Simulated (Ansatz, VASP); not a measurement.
**Two plane-wave programs on SnO2**

```
Sn O
1.0
     1.58749    0.91654    4.82921
    -1.58749    0.91654    4.82921
     0.00000   -1.83308    4.82921
Sn O
1 2
Cartesian
  0.0000 0.0000 7.2438
  0.0000 0.0000 3.2360
  0.0000 0.0000 11.2517
```

Alike in both runs: task single point; functional PBE; k mesh 12 × 12 × 12; occupations gaussian, width 0.05 eV; no spin polarisation.

```csv
,VASP,Ansatz
version,VASP 6.6.1,Ansatz 0.2.0
potentials or method,"VASP PAW PBE potentials, release 64 (Sn_d, O), cutoff 520 eV","scalar-relativistic, plane waves, PAW"
valence electrons in the cell,26,26
```

VASP gave:

```
gap on the k mesh at the Fermi level (eV) : 2.71
least direct gap on the mesh (eV)         : 3.60
rms of the force components (eV/Å)        : 1.634
```

Q: What did Ansatz give for the same quantities?

A: gap on the k mesh at the Fermi level (eV): 2.72; least direct gap on the mesh (eV): 3.59; rms of the force components (eV/Å): 1.599.

Atom by atom the forces differ by 0.036 eV/Å (rms over components). With one functional, cell and mesh, what is left measures potentials, basis and numerics.
